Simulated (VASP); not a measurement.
# Hg (P6/mmm) in VASP: a series of runs

Hg is run at these levels: PBE+D3(BJ); tasks: relaxation of cell and atoms, single point.

Everything below comes from runs of VASP 6.6.1. Logs are shortened: lines on timing, memory, paths and dates and some standing lists are left out, and cuts for length are marked.

### Step 1. The cell of the first run

The structure is hexagonal, space group P6/mmm (No. 191). The conventional cell has a = 5.326 Å, b = 5.326 Å, c = 3.139 Å, α = 90.00°, β = 90.00°, γ = 120.00°. Within 4.0 Å of Hg (site symmetry -6m2) lie 11 Hg at 3.08 to 3.45 Å. Hg (site symmetry 6/mmm) has 14 Hg at 3.14 to 3.45 Å within 4.1 Å.

### Step 2. Relaxation of cell and atoms, PBE+D3(BJ)

The input, INCAR:

```
PREC     = Accurate       # precision mode
ENCUT    = 600            # plane-wave cutoff, eV
EDIFF    = 1E-7           # SCF threshold, eV
ISMEAR   = -1             # smearing method
SIGMA    = 0.15           # smearing width, eV
LREAL    = False          # projectors in reciprocal space
LASPH    = True           # aspherical terms in the spheres
NELM     = 100            # most SCF steps
ALGO     = Normal         # electronic algorithm
ISIF     = 3              # what is computed and relaxed
LWAVE    = False          # write WAVECAR
LCHARG   = False          # write CHGCAR
GGA      = PE             # functional
IVDW     = 12             # dispersion correction
IBRION   = 2              # ionic algorithm
NSW      = 80             # ionic steps
EDIFFG   = -0.001         # ionic threshold
```

The input, KPOINTS:

```
Automatic mesh
0
Gamma
  10 10 16
```

The input, POSCAR:

```
Hg
1.0
    5.3261378997      0.0000000000      0.0000000000
   -2.6630689499      4.6125707252      0.0000000000
    0.0000000000      0.0000000000      3.1389071674
Hg
3
Direct
    0.3333333333      0.6666666667      0.5000000000
    0.0000000000      0.0000000000      0.0000000000
    0.6666666667      0.3333333333      0.5000000000
```

Potentials or basis: VASP PAW PBE potentials, release 64 (Hg).

Launch:

```console
cat potpaw_PBE.64/Hg/POTCAR > POTCAR
mpirun -np 1 vasp_std > vasp.out
```

OUTCAR:

```text
PREC = Accurate
   ENCUT = 600
   EDIFF = 1E-7
   ISMEAR = -1
   LREAL = False
   LASPH = True
   NELM = 100
   ISIF = 3
   GGA = PE
   IVDW = 12
   IBRION = 2
   NSW = 80
   EDIFFG = -0.001
 IVDW          = 12

 ion  position               nearest neighbor table
   1  0.333  0.667  0.500-   3 3.08   3 3.08   3 3.08   2 3.45   2 3.45   2 3.45   2 3.45   2 3.45
                             2 3.45
   2  0.000  0.000  0.000-   1 3.45   3 3.45   1 3.45   3 3.45   3 3.45   3 3.45   1 3.45   1 3.45
                             3 3.45   3 3.45   1 3.45   1 3.45
   3  0.667  0.333  0.500-   1 3.08   1 3.08   1 3.08   2 3.45   2 3.45   2 3.45   2 3.45   2 3.45
                             2 3.45

  LATTYP: Found a hexagonal cell.
 ALAT       =     5.3261378997
 C/A-ratio  =     0.5893401986

  Lattice vectors:

 A1 = (   5.3261378997,   0.0000000000,   0.0000000000)
 A2 = (  -2.6630689499,   4.6125707252,   0.0000000000)
 A3 = (   0.0000000000,   0.0000000000,   3.1389071674)

Analysis of symmetry for initial positions (statically):
=====================================================================
 Subroutine PRICEL returns:
 Original cell was already a primitive cell.

 Routine SETGRP: Setting up the symmetry group for a
 hexagonal supercell.

 Subroutine GETGRP returns: Found 24 space group operations
 (whereof 24 operations were pure point group operations)
 out of a pool of 24 trial point group operations.

The static configuration has the point symmetry D_6h.

Analysis of symmetry for dynamics (positions and initial velocities):
=====================================================================
 Subroutine PRICEL returns:
 Original cell was already a primitive cell.

 Routine SETGRP: Setting up the symmetry group for a
 hexagonal supercell.

 Subroutine GETGRP returns: Found 24 space group operations
 (whereof 24 operations were pure point group operations)
 out of a pool of 24 trial point group operations.

The dynamic configuration has the point symmetry D_6h.

 Subroutine INISYM returns: Found 24 space group operations
 (whereof 24 operations are pure point group operations),
 and found     1 'primitive' translations

----------------------------------------------------------------------------------------

                                     Primitive cell

  volume of cell :      77.1141

  direct lattice vectors                    reciprocal lattice vectors
     5.326137900  0.000000000  0.000000000     0.187753306  0.108399422  0.000000000
    -2.663068950  4.612570725  0.000000000     0.000000000  0.216798844  0.000000000
     0.000000000  0.000000000  3.138907167     0.000000000  0.000000000  0.318582216

  length of vectors
     5.326137900  5.326137900  3.138907167     0.216798844  0.216798844  0.318582216

  position of ions in fractional coordinates (direct lattice)
     0.333333333  0.666666667  0.500000000
     0.000000000  0.000000000  0.000000000
     0.666666667  0.333333333  0.500000000

  ion indices of the primitive-cell ions
   primitive index   ion index
                 1           1
                 2           2
                 3           3

----------------------------------------------------------------------------------------

 KPOINTS: Automatic mesh

Automatic generation of k-mesh.
 Grid dimensions read from file:
 generate k-points for:   10   10   16

 Generating k-lattice:

  Cartesian coordinates                     Fractional coordinates (reciprocal lattice)
     0.018775331  0.010839942  0.000000000     0.100000000 -0.000000000  0.000000000
     0.000000000  0.021679884  0.000000000     0.000000000  0.100000000  0.000000000
     0.000000000  0.000000000  0.019911388     0.000000000  0.000000000  0.062500000

  Length of vectors
     0.021679884  0.021679884  0.019911388

  Shift w.r.t. Gamma in fractional coordinates (k-lattice)
     0.000000000  0.000000000  0.000000000

 Subroutine IBZKPT returns following result:
 ===========================================

 Found    126 irreducible k-points:

 Following reciprocal coordinates:
            Coordinates               Weight
  0.000000  0.000000  0.000000      1.000000
  0.100000  0.000000  0.000000      6.000000
  0.200000  0.000000  0.000000      6.000000
  0.300000  0.000000  0.000000      6.000000
  0.400000  0.000000  0.000000      6.000000
  0.500000  0.000000  0.000000      3.000000
[... 16 lines left out ...]
  0.300000  0.100000  0.062500     24.000000
  0.400000  0.100000  0.062500     24.000000
 [... further k-points ...]
   k-points           NKPTS =    126   k-points in BZ     NKDIM =    126   number of bands    NBANDS=     22
   number of dos      NEDOS =    301   number of ions     NIONS =      3
   total plane-waves  NPLWV =  64512
   dimension x,y,z NGX =    48 NGY =   48 NGZ =   28
   dimension x,y,z NGXF=    96 NGYF=   96 NGZF=   56
   ions per type =               3
   NGX,Y,Z   is equivalent  to a cutoff of  14.98, 14.98, 14.83 a.u.
   NGXF,Y,Z  is equivalent  to a cutoff of  29.96, 29.96, 29.66 a.u.
 SYSTEM =  unknown system
   PREC   = accura    normal or accurate (medium, high low for compatibility)
   ISTART =      0    job   : 0-new  1-cont  2-samecut
   ICHARG =      2    charge: 1-file 2-atom 10-const
   ISPIN  =      1    spin polarized calculation?
   LNONCOLLINEAR =      F non collinear calculations
   LSORBIT =      F    spin-orbit coupling
   LASPH  =      T    aspherical Exc in radial PAW
   ENCUT  =  600.0 eV  44.10 Ry    6.64 a.u.  10.64 10.64  6.27*2*pi/ulx,y,z
   NELM   =    100;   NELMIN=  2; NELMDL= -5     # of ELM steps
   EDIFF  = 0.1E-06   stopping-criterion for ELM
   LREAL  =      F    real-space projection
   EDIFFG = -.1E-02   stopping-criterion for IOM
   NSW    =     80    number of steps for IOM
   IBRION =      2    ionic relax: 0-MD 1-quasi-New 2-CG
   NFREE  =      1    steps in history (QN), initial steepest desc. (CG)
   ISIF   =      3    stress and relaxation
   ISYM   =      2    0-nonsym 1-usesym 2-fastsym
   POTIM  = 0.5000    time-step for ionic-motion
   TEBEG  =    0.0;   TEEND  =   0.0 temperature during run
   PSTRESS=    0.0 pullay stress
   NELECT =      36.0000    total number of electrons
   NUPDOWN=      -1.0000    fix difference up-down
   EMIN   =  10.00;   EMAX   =-10.00  energy-range for DOS
   EFERMI =   0.00;   METHOD = LEGACY
   ISMEAR =    -1;   SIGMA  =   0.15  broadening in eV -4-tet -1-fermi 0-gaus
   EFERMI_NEDOS =   21; number of points for ismear=-14 and -15
   IALGO  =     38    algorithm
   IMIX   =      4    mixing-type and parameters
     AMIX     =   0.40;   BMIX     =  1.00
     AMIX_MAG =   1.60;   BMIX_MAG =  1.00
  volume/ion in A,a.u.               =      25.70       173.46
  Fermi-wavevector in a.u.,A,eV,Ry     =   1.269982  2.399919 21.944228  1.612855
  Thomas-Fermi vector in A             =   2.402994
   LORBIT       =      0    0 simple, 1 ext, 2 COOP (PROOUT), +10 PAW based schemes
   GGA     = PE    functional components
   LHFCALC =     F    Hartree Fock is set to
   AEXX    =    0.0000 exact exchange contribution
   IVDW    =    12    specifies the selected vdW correction
   LEPSILON=     F    determine dielectric tensor
   LRPA    =     F    only Hartree local field effects (RPA)
 conjugate gradient relaxation of ions
 non-spin polarized calculation
  energy-cutoff  :      600.00
  volume of cell :       77.11
 maximum number of plane-waves:      2617
 NGX is ok and might be reduce to    48
   NGX = 21   NGY = 21   NGZ = 13

--------------------------------------- Ionic step        1  -------------------------------------------

 number of electron      36.0000002 magnetization

 Free energy of the ion-electron system (eV)
  ---------------------------------------------------
  ext. energy  EPLUGINS =         0.00000000
  ---------------------------------------------------
  free energy    TOTEN  =        -0.47449949 eV

  energy without entropy =       -0.42776351  energy(sigma->0) =       -0.45113150

------------------------ aborting loop because EDIFF is reached ----------------------------------------

 Edisp (eV)   -1.22404

 E8    (eV) :    -0.5557

  FORCE on cell =-STRESS in cart. coord.  units (eV):
  Direction    XX          YY          ZZ          XY          YZ          ZX
  --------------------------------------------------------------------------------------
  -------------------------------------------------------------------------------------
  Total       0.13654     0.13654     0.10922    -0.00000    -0.00000     0.00000
  in kB       2.83679     2.83679     2.26921    -0.00000    -0.00000     0.00000
  external pressure =        2.65 kB  Pullay stress =        0.00 kB
[... 268 lines left out ...]
  energy  without entropy=       -1.6531824409  energy(sigma->0) =       -1.67622647

--------------------------------------- Ionic step        8  -------------------------------------------

 number of electron      36.0000003 magnetization

 Free energy of the ion-electron system (eV)
  ---------------------------------------------------
  ext. energy  EPLUGINS =         0.00000000
  ---------------------------------------------------
  free energy    TOTEN  =        -0.48846927 eV

  energy without entropy =       -0.44236969  energy(sigma->0) =       -0.46541948

 E-fermi :   1.9948     XC(G=0): -10.3248

 val. band max:        1.9698889439   @ k =   0.2000   0.2000   0.5000
 cond. band min:       2.0146185560   @ k =   0.4000   0.2000   0.5000
 fundamental gap:      0.0447296121
 Fermi energy:         1.9947717632

 k-point     1 :       0.0000    0.0000    0.0000
  band No.  band energies     occupation
      1      -6.2938      2.00000
      2      -5.5634      2.00000
      3      -5.1153      2.00000
      4      -4.9211      2.00000
      5      -4.7495      2.00000
      6      -4.7495      2.00000
[... 574 lines left out ...]
      6      -4.9617      2.00000
[... 14 lines left out ...]
     21       8.4619      0.00000
     22       9.8724      0.00000

 [... further k-points ...]

------------------------ aborting loop because EDIFF is reached ----------------------------------------

 Edisp (eV)   -1.21080

 E8    (eV) :    -0.5499

  FORCE on cell =-STRESS in cart. coord.  units (eV):
  Direction    XX          YY          ZZ          XY          YZ          ZX
  --------------------------------------------------------------------------------------
  -------------------------------------------------------------------------------------
  Total       0.00175     0.00175     0.00044    -0.00000     0.00000     0.00000
  in kB       0.03587     0.03587     0.00902    -0.00000     0.00000     0.00000
  external pressure =        0.03 kB  Pullay stress =        0.00 kB
[... 18 lines left out ...]
  FREE ENERGIE OF THE ION-ELECTRON SYSTEM (eV)
  ---------------------------------------------------
  free  energy   TOTEN  =        -1.6992707668 eV

  energy  without entropy=       -1.6531711834  energy(sigma->0) =       -1.67622098

 reached required accuracy - stopping structural energy minimisation
```

It took 7.7 min on 1 thread of Intel Xeon 6975P-C (Granite Rapids), shared host; peak memory 0.39 GiB.

Results:

```yaml
Free_energy: -1.6993 eV
Relaxed_volume: 25.99 Å³/atom
Relaxed_cell: a = 5.349 Å, b = 5.349 Å, c = 3.147 Å, α = 90.00°, β = 90.00°, γ = 120.00°
Space_group_after_relaxing_to_0.05_Å: P6/mmm (No. 191)
Energy_gained_by_relaxing: 0.2 meV/atom
Ionic_steps: 8
Pressure_after_relaxing: 0.0 GPa
Band_gap_on_the_k_mesh: zero (band 18 reaches 4.46 eV, above the bottom of band 19 at 0.94 eV)
Dispersion_energy_per_atom: -0.404 eV
```

The path:
| step | energy change (eV) | largest force (eV/Å) | pressure (GPa) | volume (Å³) |
| --- | --- | --- | --- | --- |
| 1 | 0.0000 | 0.0000 | 0.26 | 77.11 |
| 2 | -0.0006 | 0.0000 | 0.12 | 77.59 |
| 3 | -0.0007 | 0.0000 | 0.00 | 77.98 |
| 4 | -0.0007 | 0.0000 | 0.01 | 77.96 |
| 5 | -0.0007 | 0.0000 | 0.01 | 77.96 |
| 6 | -0.0007 | 0.0000 | 0.01 | 77.96 |
| 7 | -0.0007 | 0.0000 | -0.01 | 77.99 |
| 8 | -0.0007 | 0.0000 | 0.00 | 77.97 |

Final structure:
```
Hg
1.0
     5.34894    0.00000    0.00000
    -2.67447    4.63232    0.00000
     0.00000    0.00000    3.14682
Hg
3
Direct
  0.33333 0.66667 0.50000
  0.00000 0.00000 0.00000
  0.66667 0.33333 0.50000
```

Caveat: spin-orbit coupling is left out, which moves the levels of the heavy elements; pairwise dispersion overbinds metals, which lowers pressure and volume.

### Step 3. Single point, PBE+D3(BJ)

This run uses another cell than the first one, of 23.03 Å³/atom, 0.896 times its volume.

The input, INCAR:

```
SYSTEM = Hg
PREC = Accurate
ENCUT = 520
EDIFF = 1E-6
ISMEAR = 0
SIGMA = 0.1
LREAL = .FALSE.
LASPH = .TRUE.
NELM = 100
ALGO = Normal
ISIF = 2
LWAVE = .FALSE.
LCHARG = .FALSE.
GGA = PE
IVDW = 12
NBANDS = 25
```

The input, KPOINTS:

```
Automatic mesh
0
G
  6 6 6
  0 0 0
```

The input, POSCAR:

```
Hg
1.0
    4.5400000000      0.0000000000      0.0000000000
   -2.2700000000      3.9317553332      0.0000000000
    0.0000000000      0.0000000000      3.8700000000
Hg
3
Direct
    0.3333333333      0.6666666667      0.5000000000
    0.0000000000      0.0000000000      0.0000000000
    0.6666666667      0.3333333333      0.5000000000
```

Potentials or basis: VASP PAW PBE potentials, release 64 (Hg).

Launch:

```console
cat potpaw_PBE.64/Hg/POTCAR > POTCAR
mpirun -np 1 vasp_std > vasp.out
```

Run time: 17 s. Hardware: 1 thread of Intel Xeon 6975P-C (Granite Rapids), shared host; peak memory 0.21 GiB.

The run converged. Its results:

```
Free energy                : -0.8415 eV
Pressure                   : 10.6 GPa
Band gap on the k mesh     : zero (band 18 reaches 7.42 eV, above the bottom of band 19 at 1.30 eV)
Dispersion energy per atom : -0.457 eV
```

Stress tensor (GPa, compression positive):
```
15.04  0.00  0.00
 0.00 15.04  0.00
 0.00  0.00  1.60
```

Levels at points of the mesh, in eV from the Fermi level:
| k point | band 15 | band 16 | band 17 | band 18 | band 19 | band 20 | band 21 | band 22 |
| --- | --- | --- | --- | --- | --- | --- | --- | --- |
| (0.00, 0.00, 0.00) | -5.97 | -5.97 | 0.43 | 1.98 | 2.68 | 3.61 | 3.61 | 3.88 |
| (0.50, 0.00, 0.00) | -5.92 | -5.75 | -5.01 | -0.64 | 0.33 | 6.12 | 6.17 | 7.08 |
| (0.00, 0.00, 0.50) | -6.09 | -6.08 | -5.18 | 4.25 | 4.25 | 4.27 | 4.87 | 5.34 |
| (0.50, 0.00, 0.50) | -6.04 | -3.95 | -3.12 | -2.30 | -1.21 | 2.33 | 3.49 | 3.93 |

Caveat: spin-orbit coupling is left out, which moves the levels of the heavy elements; pairwise dispersion overbinds metals, which lowers pressure and volume.
